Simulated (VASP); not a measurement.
A run of VASP 6.6.1 is set up as follows.

The input INCAR:

```
ALGO     = Normal         # electronic algorithm
EDIFF    = 1E-6           # SCF threshold, eV
ENCUT    = 500            # plane-wave cutoff, eV
GGA      = PE             # functional
GGA_COMPAT= F            
ISIF     = 2              # what is computed and relaxed
ISMEAR   = 0              # smearing method
LASPH    = T              # aspherical terms in the spheres
LCHARG   = F              # write CHGCAR
LREAL    = F              # projectors in reciprocal space
LWAVE    = F              # write WAVECAR
NBANDS   = 16             # bands
NELM     = 120            # most SCF steps
PREC     = Accurate       # precision mode
SIGMA    = 0.02           # smearing width, eV
```

File KPOINTS:

```
k-points
0
Gamma
  8 8 8
```

POSCAR

```
GaP
1.0
    0.0000000000      2.7533028935      2.7533028935
    2.7533028935      0.0000000000      2.7533028935
    2.7533028935      2.7533028935      0.0000000000
Ga P
1 1
Direct
    0.0000000000      0.0000000000      0.0000000000
    0.2500000000      0.2500000000      0.2500000000
```

Potentials or basis: VASP PAW PBE potentials, release 64 (Ga_d, P).

Command:

```console
$ cat potpaw_PBE.64/Ga_d/POTCAR potpaw_PBE.64/P/POTCAR > POTCAR
$ mpirun -np 1 vasp_std > vasp.out
```

Question: What does it give for the band gap on the k mesh?

Answer: 1.57 eV, direct.

Question: Estimate the pressure.

Answer: -0.1 GPa.

A k mesh can miss the band edges.
